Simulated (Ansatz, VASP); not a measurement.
**InPd: VASP beside Ansatz**

```
In Pd
1.0
     3.20881    0.00000    0.00000
     0.00000    3.20881    0.00000
     0.00000    0.00000    3.32228
In Pd
1 1
Cartesian
  0.0000 0.0000 0.0000
  1.6044 1.6044 1.6611
```

Change from the starting cell: mode 4 frozen in at +0.000 Å, strain +e along z and -e/2 along x and y +0.0233.

Alike in both runs: task single point; functional PBEsol; k mesh 14 × 14 × 14; occupations gaussian, width 0.15 eV; no spin polarisation.

```csv
,VASP,Ansatz
version,VASP 6.6.1,Ansatz 0.2.0
potentials or method,"VASP PAW PBE potentials, release 64 (In_d, Pd), cutoff 520 eV","scalar-relativistic, plane waves, PAW"
valence electrons in the cell,23,31
```

```csv
,VASP,Ansatz,Ansatz less VASP
gap on the k mesh at the Fermi level (eV),none,none,-
pressure (GPa),0.2,0.1,-0.07
"traceless stress, the component that is largest in VASP (GPa)",-0.63,-0.63,-0.001
```

VASP's potentials were made for PBE, not for PBEsol. A gap of «none» marks a metal or a gap that the smearing closes. VASP's potentials hold 23 valence electrons a cell and Ansatz's 31, so a difference there can come from the potentials and not from the codes.
